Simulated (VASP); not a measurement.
# SiC (a) (F-43m) in VASP: further runs

The runs below take SiC (a) through single point, relaxation of cell and atoms, with PBE.

Program: VASP 6.6.1. These are calculated values, not measurements. Logs are shortened: lines on timing, memory, paths and dates and some standing lists are left out, and cuts for length are marked.

## 1. The cell of the first run

The structure is cubic, space group F-43m (No. 216). The conventional cell has a = 4.354 Å, b = 4.354 Å, c = 4.354 Å, α = 90.00°, β = 90.00°, γ = 90.00°. Within 2.5 Å of Si (site symmetry -43m) lie 4 C at 1.89 Å. Within 2.5 Å of C (site symmetry -43m) lie 4 Si at 1.89 Å.

## 2. Single point, PBE

The input, INCAR:

```
  PREC = Accurate
  ENCUT = 600
  EDIFF = 1E-6
  ISMEAR = 0
  SIGMA = 0.1
  LREAL = False
  LASPH = True
  NELM = 120
  ALGO = Normal
  ISIF = 2
  LWAVE = False
  LCHARG = True
  GGA = PE
  LELF = True
  LVHAR = True
  NBANDS = 11
  GGA_COMPAT = False
```

The input, KPOINTS:

```
regular mesh
0
Gamma
  8 8 8
```

The input, POSCAR:

```
SiC
1.0
    0.0000000000      2.1769966200      2.1769966200
    2.1769966200      0.0000000000      2.1769966200
    2.1769966200      2.1769966200      0.0000000000
Si C
1 1
Direct
    0.0000000000      0.0000000000      0.0000000000
    0.2500000000      0.2500000000      0.2500000000
```

Potentials or basis: VASP PAW PBE potentials, release 64 (Si, C).

Run with:

```console
cat potpaw_PBE.64/Si/POTCAR potpaw_PBE.64/C/POTCAR > POTCAR
mpirun -np 1 vasp_std > vasp.out
```

OUTCAR:

```text
PREC = Accurate
   ENCUT = 600
   EDIFF = 1E-6
   ISMEAR = 0
   LREAL = False
   LASPH = True
   NELM = 120
   ISIF = 2
   GGA = PE

 ion  position               nearest neighbor table
   1  0.000  0.000  0.000-   2 1.89   2 1.89   2 1.89   2 1.89
   2  0.250  0.250  0.250-   1 1.89   1 1.89   1 1.89   1 1.89

  LATTYP: Found a face centered cubic cell.
 ALAT       =     4.3539932400

  Lattice vectors:

 A1 = (   0.0000000000,   2.1769966200,   2.1769966200)
 A2 = (   2.1769966200,   0.0000000000,   2.1769966200)
 A3 = (   2.1769966200,   2.1769966200,   0.0000000000)

Analysis of symmetry for initial positions (statically):
=====================================================================
 Subroutine PRICEL returns:
 Original cell was already a primitive cell.

 Routine SETGRP: Setting up the symmetry group for a
 face centered cubic supercell.

 Subroutine GETGRP returns: Found 24 space group operations
 (whereof 24 operations were pure point group operations)
 out of a pool of 48 trial point group operations.

The static configuration has the point symmetry T_d .

Analysis of symmetry for dynamics (positions and initial velocities):
=====================================================================
 Subroutine PRICEL returns:
 Original cell was already a primitive cell.

 Routine SETGRP: Setting up the symmetry group for a
 face centered cubic supercell.

 Subroutine GETGRP returns: Found 24 space group operations
 (whereof 24 operations were pure point group operations)
 out of a pool of 48 trial point group operations.

The dynamic configuration has the point symmetry T_d .

 Subroutine INISYM returns: Found 24 space group operations
 (whereof 24 operations are pure point group operations),
 and found     1 'primitive' translations

----------------------------------------------------------------------------------------

                                     Primitive cell

  volume of cell :      20.6349

  direct lattice vectors                    reciprocal lattice vectors
     0.000000000  2.176996620  2.176996620    -0.229674220  0.229674220  0.229674220
     2.176996620  0.000000000  2.176996620     0.229674220 -0.229674220  0.229674220
     2.176996620  2.176996620  0.000000000     0.229674220  0.229674220 -0.229674220

  length of vectors
     3.078738145  3.078738145  3.078738145     0.397807418  0.397807418  0.397807418

  position of ions in fractional coordinates (direct lattice)
[... 82 lines left out ...]
   NSW    =      0    number of steps for IOM
   IBRION =     -1    ionic relax: 0-MD 1-quasi-New 2-CG
   NFREE  =      0    steps in history (QN), initial steepest desc. (CG)
   ISIF   =      2    stress and relaxation
   ISYM   =      2    0-nonsym 1-usesym 2-fastsym
   POTIM  = 0.5000    time-step for ionic-motion
   TEBEG  =    0.0;   TEEND  =   0.0 temperature during run
   PSTRESS=    0.0 pullay stress
   NELECT =       8.0000    total number of electrons
   NUPDOWN=      -1.0000    fix difference up-down
   EMIN   =  10.00;   EMAX   =-10.00  energy-range for DOS
   EFERMI =   0.00;   METHOD = LEGACY
   ISMEAR =     0;   SIGMA  =   0.10  broadening in eV -4-tet -1-fermi 0-gaus
   EFERMI_NEDOS =   21; number of points for ismear=-14 and -15
   IALGO  =     38    algorithm
   IMIX   =      4    mixing-type and parameters
     AMIX     =   0.40;   BMIX     =  1.00
     AMIX_MAG =   1.60;   BMIX_MAG =  1.00
  volume/ion in A,a.u.               =      10.32        69.63
  Fermi-wavevector in a.u.,A,eV,Ry     =   1.193723  2.255810 19.387972  1.424976
  Thomas-Fermi vector in A             =   2.329731
   LORBIT       =      0    0 simple, 1 ext, 2 COOP (PROOUT), +10 PAW based schemes
   GGA     = PE    functional components
   LHFCALC =     F    Hartree Fock is set to
   AEXX    =    0.0000 exact exchange contribution
   IVDW    =     0    specifies the selected vdW correction
   LEPSILON=     F    determine dielectric tensor
   LRPA    =     F    only Hartree local field effects (RPA)
 non-spin polarized calculation
 Gauss-broadening in eV      SIGMA  =   0.10
  energy-cutoff  :      600.00
  volume of cell :       20.63
 maximum number of plane-waves:       701
 NGX is ok and might be reduce to    28
   NGX = 13   NGY = 13   NGZ = 13

 number of electron       8.0000000 magnetization

 Free energy of the ion-electron system (eV)
  ---------------------------------------------------
  ext. energy  EPLUGINS =         0.00000000
  ---------------------------------------------------
  free energy    TOTEN  =       -15.05681315 eV

  energy without entropy =      -15.05681315  energy(sigma->0) =      -15.05681315

 E-fermi :   8.5710     XC(G=0): -11.3680

 val. band max:        8.1382262460   @ k =   0.0000   0.0000   0.0000
 cond. band min:       9.4921899134   @ k =   0.5000   0.5000   0.0000
 fundamental gap:      1.3539636675
 Fermi energy:         8.5710075069

 k-point     1 :       0.0000    0.0000    0.0000
  band No.  band energies     occupation
      1      -7.2870      2.00000
      2       8.1382      2.00000
      3       8.1382      2.00000
      4       8.1382      2.00000
      5      14.4039      0.00000
      6      15.4647      0.00000
      7      15.4647      0.00000
      8      15.4647      0.00000
      9      22.6610      0.00000
     10      22.6610      0.00000
     11      24.6614      0.00000
[... 309 lines left out ...]
 k-point    24 :      -0.3750    0.2500    0.1250
  band No.  band energies     occupation
      1      -3.0605      2.00000
      2       0.2995      2.00000
      3       4.4264      2.00000
      4       5.8768      2.00000
      5      13.3921      0.00000
      6      15.4334      0.00000
      7      18.3101      0.00000
      8      19.1622      0.00000
      9      21.5887      0.00000
     10      24.3858      0.00000
     11      27.4984      0.00000

 [... further k-points ...]
[... 5 lines left out ...]
  --------------------------------------------------------------------------------------
  -------------------------------------------------------------------------------------
  Total        0.4770215      0.4770215      0.4770215      0.0000000      0.0000000      0.0000000
  in kB       37.0378111     37.0378111     37.0378111      0.0000000      0.0000000      0.0000000
  external PRESSURE =      37.0378111 kB  Pullay stress =       0.0000000 kB

 VOLUME and BASIS-vectors are now :
 -----------------------------------------------------------------------------
  energy-cutoff  :      600.00
  volume of cell :       20.63
      direct lattice vectors                 reciprocal lattice vectors
     0.000000000  2.176996620  2.176996620    -0.229674220  0.229674220  0.229674220
     2.176996620  0.000000000  2.176996620     0.229674220 -0.229674220  0.229674220
     2.176996620  2.176996620  0.000000000     0.229674220  0.229674220 -0.229674220

 POSITION                                       TOTAL-FORCE (eV/Angst)
 -----------------------------------------------------------------------------------
      0.00000      0.00000      0.00000         0.000000      0.000000      0.000000
      1.08850      1.08850      1.08850        -0.000000     -0.000000     -0.000000
 -----------------------------------------------------------------------------------
    total drift:                               -0.000000     -0.000000     -0.000000

  FREE ENERGIE OF THE ION-ELECTRON SYSTEM (eV)
  ---------------------------------------------------
  free  energy   TOTEN  =       -15.0568131458 eV

  energy  without entropy=      -15.0568131458  energy(sigma->0) =      -15.05681315
```

stdout:

```text
POSCAR found type information on POSCAR SiC
 POSCAR found :  2 types and       2 ions
 scaLAPACK will be used
 LDA part: xc-table for (Slater+PW92), standard interpolation
 POSCAR, INCAR and KPOINTS ok, starting setup
 FFT: planning ... GRIDC
 FFT: planning ... GRID_SOFT
 FFT: planning ... GRID
 WAVECAR not read
 entering main loop
```

It took 20 s on 1 thread of Intel Xeon 8259CL, shared host; peak memory 0.15 GiB.

What came out:

```yaml
Free_energy: -15.0568 eV
Pressure: 3.7 GPa
Band_gap_on_the_k_mesh: 1.35 eV, indirect (least direct gap 4.54 eV)
```

Levels at points of the mesh, in eV from the valence-band top:
```csv
k point,band 2,band 3,band 4,band 5,band 6,band 7
"(0.00, 0.00, 0.00)",0.00,0.00,0.00,6.27,7.33,7.33
"(0.50, 0.00, 0.00)",-8.55,-1.05,-1.05,5.46,7.24,7.24
"(0.50, 0.50, 0.00)",-7.80,-3.19,-3.19,1.35,4.33,14.07
```

A k mesh can miss the band edges. As with any semilocal functional, this PBE gap is likely too small.

## 3. Single point, PBE

This run uses another cell than the first one, of 10.50 Å³/atom, 1.018 times its volume.

The input, INCAR:

```
ALGO = Normal ; EDIFF = 1E-6
ENCUT = 600 ; GGA = PE
GGA_COMPAT = False ; ISIF = 2
ISMEAR = 0 ; LASPH = True
LCHARG = False ; LREAL = False
LWAVE = False ; NBANDS = 11
NELM = 120 ; PREC = Accurate
SIGMA = 0.02
```

The input, KPOINTS:

```
k-points
0
Gamma
  10 10 10
```

The input, POSCAR:

```
SiC
1.0
    0.0000000000      2.1898716576      2.1898716576
    2.1898716576      0.0000000000      2.1898716576
    2.1898716576      2.1898716576      0.0000000000
Si C
1 1
Direct
    0.0000000000      0.0000000000      0.0000000000
    0.2500000000      0.2500000000      0.2500000000
```

Potentials or basis: VASP PAW PBE potentials, release 64 (Si, C).

Run with:

```console
cat potpaw_PBE.64/Si/POTCAR potpaw_PBE.64/C/POTCAR > POTCAR
mpirun -np 1 vasp_std > vasp.out
```

Run time: 29 s. Hardware: 1 thread of Intel Xeon 8259CL, shared host; peak memory 0.15 GiB.

Results (log left out):

- Free energy: -15.0622 eV
- Pressure: -0.2 GPa
- Band gap on the k mesh: 1.37 eV, indirect (least direct gap 4.53 eV)

Levels at points of the mesh, in eV from the valence-band top:
| k point | band 2 | band 3 | band 4 | band 5 | band 6 | band 7 |
| --- | --- | --- | --- | --- | --- | --- |
| (0.00, 0.00, 0.00) | 0.00 | 0.00 | 0.00 | 6.06 | 7.21 | 7.21 |
| (0.50, 0.00, 0.00) | -8.45 | -1.05 | -1.05 | 5.30 | 7.17 | 7.17 |
| (0.50, 0.50, 0.00) | -7.75 | -3.16 | -3.16 | 1.37 | 4.27 | 13.86 |

## 4. Single point, PBE

This run uses another cell than the first one, of 10.50 Å³/atom, 1.018 times its volume.

The input, INCAR:

```
SYSTEM = SiC
  PREC = Accurate
  ENCUT = 600
  EDIFF = 1E-6
  ISMEAR = 0
  SIGMA = 0.02
  LREAL = .False.
  LASPH = .True.
  NELM = 120
  ALGO = Normal
  ISIF = 2
  LWAVE = .False.
  LCHARG = .False.
  GGA = PE
  NBANDS = 11
  GGA_COMPAT = .False.
```

The input, KPOINTS:

```
Automatic mesh
0
Gamma
  10 10 10
  0 0 0
```

POSCAR is that of step 3.

Potentials or basis: VASP PAW PBE potentials, release 64 (Si, C).

Run with:

```console
cat potpaw_PBE.64/Si/POTCAR potpaw_PBE.64/C/POTCAR > POTCAR
mpirun -np 1 vasp_std > vasp.out
```

OUTCAR:

```text
SYSTEM = SiC
   PREC = Accurate
   ENCUT = 600
   EDIFF = 1E-6
   ISMEAR = 0
   LREAL = .False.
   LASPH = .True.
   NELM = 120
   ISIF = 2
   GGA = PE

 ion  position               nearest neighbor table
   1  0.000  0.000  0.000-   2 1.90   2 1.90   2 1.90   2 1.90
   2  0.250  0.250  0.250-   1 1.90   1 1.90   1 1.90   1 1.90

  LATTYP: Found a face centered cubic cell.
 ALAT       =     4.3797433152

  Lattice vectors:

 A1 = (   0.0000000000,   2.1898716576,   2.1898716576)
 A2 = (   2.1898716576,   0.0000000000,   2.1898716576)
 A3 = (   2.1898716576,   2.1898716576,   0.0000000000)

Analysis of symmetry for initial positions (statically):
=====================================================================
 Subroutine PRICEL returns:
 Original cell was already a primitive cell.

 Routine SETGRP: Setting up the symmetry group for a
 face centered cubic supercell.

 Subroutine GETGRP returns: Found 24 space group operations
 (whereof 24 operations were pure point group operations)
 out of a pool of 48 trial point group operations.

The static configuration has the point symmetry T_d .

Analysis of symmetry for dynamics (positions and initial velocities):
[... 167 lines left out ...]
 k-point     1 :       0.0000    0.0000    0.0000
  band No.  band energies     occupation
      1      -7.3468      2.00000
      2       7.9396      2.00000
      3       7.9396      2.00000
      4       7.9396      2.00000
      5      13.9982      0.00000
      6      15.1446      0.00000
      7      15.1446      0.00000
      8      15.1446      0.00000
      9      22.3600      0.00000
     10      22.3600      0.00000
     11      24.1899      0.00000
[... 309 lines left out ...]
 k-point    24 :       0.4000    0.3000    0.0000
  band No.  band energies     occupation
      1      -4.2453      2.00000
      2       2.3763      2.00000
      3       4.8185      2.00000
      4       5.3386      2.00000
      5      10.7984      0.00000
      6      13.5027      0.00000
      7      19.4019      0.00000
      8      19.7306      0.00000
      9      21.5328      0.00000
     10      25.8800      0.00000
     11      28.9669      0.00000

 [... further k-points ...]
[... 5 lines left out ...]
  --------------------------------------------------------------------------------------
  -------------------------------------------------------------------------------------
  Total       -0.0242532     -0.0242532     -0.0242532     -0.0000000      0.0000000      0.0000000
  in kB       -1.8500940     -1.8500940     -1.8500940     -0.0000000      0.0000000      0.0000000
  external PRESSURE =      -1.8500940 kB  Pullay stress =       0.0000000 kB

 VOLUME and BASIS-vectors are now :
 -----------------------------------------------------------------------------
  energy-cutoff  :      600.00
  volume of cell :       21.00
      direct lattice vectors                 reciprocal lattice vectors
     0.000000000  2.189871658  2.189871658    -0.228323883  0.228323883  0.228323883
     2.189871658  0.000000000  2.189871658     0.228323883 -0.228323883  0.228323883
     2.189871658  2.189871658  0.000000000     0.228323883  0.228323883 -0.228323883

 POSITION                                       TOTAL-FORCE (eV/Angst)
 -----------------------------------------------------------------------------------
      0.00000      0.00000      0.00000         0.000000      0.000000      0.000000
      1.09494      1.09494      1.09494        -0.000000     -0.000000     -0.000000
 -----------------------------------------------------------------------------------
    total drift:                               -0.000000     -0.000000     -0.000000

  FREE ENERGIE OF THE ION-ELECTRON SYSTEM (eV)
  ---------------------------------------------------
  free  energy   TOTEN  =       -15.0621878067 eV

  energy  without entropy=      -15.0621878067  energy(sigma->0) =      -15.06218781
```

OSZICAR:

```text
N       E                     dE             d eps       ncg     rms          rms(c)
DAV:   1     0.579787744587E+01    0.57979E+01   -0.42123E+03  1050   0.690E+02
DAV:   2    -0.161778178218E+02   -0.21976E+02   -0.20851E+02  1342   0.116E+02
DAV:   3    -0.168725856961E+02   -0.69477E+00   -0.69344E+00  1286   0.173E+01
DAV:   4    -0.168752365670E+02   -0.26509E-02   -0.26507E-02  1186   0.133E+00
DAV:   5    -0.168752480725E+02   -0.11506E-04   -0.11505E-04  1256   0.832E-02    0.865E+00
DAV:   6    -0.151146250929E+02    0.17606E+01   -0.64627E+00  1154   0.113E+01    0.382E+00
DAV:   7    -0.150696388625E+02    0.44986E-01   -0.36754E-01  1232   0.348E+00    0.175E+00
DAV:   8    -0.150619688020E+02    0.76701E-02   -0.20119E-02  1163   0.948E-01    0.174E-01
DAV:   9    -0.150620717576E+02   -0.10296E-03   -0.16904E-03  1279   0.233E-01    0.112E-01
DAV:  10    -0.150621850181E+02   -0.11326E-03   -0.25113E-04  1163   0.957E-02    0.266E-02
DAV:  11    -0.150621873993E+02   -0.23812E-05   -0.46220E-05  1241   0.351E-02    0.707E-03
DAV:  12    -0.150621878067E+02   -0.40731E-06   -0.22101E-06  1107   0.886E-03
   1 F= -.15062188E+02 E0= -.15062188E+02  d E =-.598891E-14
```

Wall time 28 s (1 thread of Intel Xeon 8259CL, shared host); peak memory 0.15 GiB.

Results:

```yaml
Free_energy: -15.0622 eV
Pressure: -0.2 GPa
Band_gap_on_the_k_mesh: 1.37 eV, indirect (least direct gap 4.53 eV)
```

A k mesh can miss the band edges. As with any semilocal functional, this PBE gap is likely too small.

## 5. Relaxation of cell and atoms, PBE

The input, INCAR:

```
PREC = Accurate
ENCUT = 600
EDIFF = 1E-7
ISMEAR = 0
SIGMA = 0.02
LREAL = F
LASPH = T
NELM = 120
ALGO = Normal
ISIF = 3
LWAVE = F
LCHARG = F
GGA = PE
IBRION = 2
NSW = 100
EDIFFG = -0.002
GGA_COMPAT = F
NELMIN = 4
```

The input, KPOINTS:

```
Automatic mesh
0
Gamma
  10 10 10
```

The input, POSCAR:

```
SiC
1.0
    0.0000000000      2.1769966200      2.1769966200
    2.1769966200      0.0000000000      2.1769966200
    2.1769966200      2.1769966200      0.0000000000
Si C
1 1
Direct
    0.0000000000      0.0000000000      0.0000000000
    0.2500000000      0.2500000000      0.2500000000
```

Run with:

```console
cat potpaw_PBE.64/Si/POTCAR potpaw_PBE.64/C/POTCAR > POTCAR
mpirun -np 1 vasp_std > vasp.out
```

It took 52 s on 1 thread of Intel Xeon 8259CL, shared host; peak memory 0.15 GiB.

The run converged. Its results:

- Free energy: -15.0618 eV
- Relaxed volume: 10.49 Å³/atom
- Relaxed cell: a = 3.096 Å, b = 3.096 Å, c = 3.096 Å, α = 60.00°, β = 60.00°, γ = 60.00°
- Space group after relaxing (to 0.05 Å): F-43m (No. 216)
- Energy gained by relaxing: 2.0 meV/atom
- Ionic steps: 3
- Pressure after relaxing: 0.0 GPa
- Band gap on the k mesh: 1.37 eV, indirect (least direct gap 4.53 eV)

Step by step:
| step | energy change (eV) | largest force (eV/Å) | pressure (GPa) | volume (Å³) |
| --- | --- | --- | --- | --- |
| 1 | 0.0000 | 0.0000 | 3.70 | 20.63 |
| 2 | 0.0002 | 0.0000 | -3.56 | 21.35 |
| 3 | -0.0040 | 0.0000 | 0.00 | 20.99 |

Final structure:
```xyz
2
Lattice="0.0000 2.1893 2.1893 2.1893 0.0000 2.1893 2.1893 2.1893 0.0000" Properties=species:S:1:pos:R:3 pbc="T T T"
Si    0.0000    0.0000    0.0000
C     1.0946    1.0946    1.0946
```

Levels at points of the mesh, in eV from the valence-band top:
```tsv
k point	band 1	band 2	band 3	band 4	band 5	band 6	band 7	band 8
(0.00, 0.00, 0.00)	-15.29	0.00	0.00	0.00	6.07	7.21	7.21	7.21
(0.50, 0.00, 0.00)	-11.78	-8.46	-1.05	-1.05	5.31	7.17	7.17	9.98
(0.50, 0.50, 0.00)	-10.34	-7.75	-3.16	-3.16	1.37	4.27	13.87	13.87
```

A k mesh can miss the band edges. Expect the measured gap to be larger: semilocal functionals such as PBE lack the derivative discontinuity.

## 6. Summary

```tsv
task	cell	k mesh	smearing	gap on the mesh (eV)	pressure (GPa)
single point	a = 3.079 Å, angles 60.0°, 2 atoms	8 × 8 × 8	gaussian 0.1 eV	1.35	3.7
single point	a = 3.097 Å, angles 60.0°, 2 atoms	10 × 10 × 10	gaussian 0.02 eV	1.37	-0.2
relaxation of cell and atoms	relaxed from a = 3.079 Å, angles 60.0°, 2 atoms	10 × 10 × 10	gaussian 0.02 eV	1.37	0.0
```

Alike in all rows: level PBE; potentials or basis VASP PAW PBE potentials, release 64 (Si, C); no spin polarisation; cutoff (eV) 600.

Total energies depend on the potentials used, so only differences within one code and one set of settings carry meaning.
